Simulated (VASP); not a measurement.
## CdSe (wurtzite type): single point with PBE

CdSe (wurtzite type):

```xyz
4
Lattice="4.1015 0.0000 0.0000 -2.0508 3.5520 0.0000 0.0000 0.0000 6.7671" Properties=species:S:1:pos:R:3 pbc="T T T"
Cd    0.0000    2.3680    0.0126
Cd    2.0508    1.1840    3.3961
Se    0.0000    2.3680    2.5318
Se    2.0508    1.1840    5.9154
```

* Program: VASP 6.6.1
* Task: single point
* Functional: PBE
* Potentials or basis: VASP PAW PBE potentials, release 64 (Cd, Se)
* Cutoff: 520 eV
* k mesh: 9 × 9 × 5
* Occupations: fermi-dirac, width 0.08 eV
* Spin: no spin polarisation

- Pressure: 13.6 GPa
- Band gap on the k mesh: 0.93 eV, direct

Levels at points of the mesh, in eV from the valence-band top:
| k point | band 15 | band 16 | band 17 | band 18 | band 19 | band 20 | band 21 | band 22 |
| --- | --- | --- | --- | --- | --- | --- | --- | --- |
| (0.00, 0.00, 0.00) | -0.96 | -0.12 | 0.00 | 0.00 | 0.93 | 2.40 | 5.86 | 5.86 |

Wall time 65 s on 1 thread of Intel(R) Xeon(R) Platinum 8559C (Emerald Rapids), with other jobs on the host, peak memory 0.25 GiB.

Expect the measured gap to be larger: semilocal functionals such as PBE lack the derivative discontinuity.
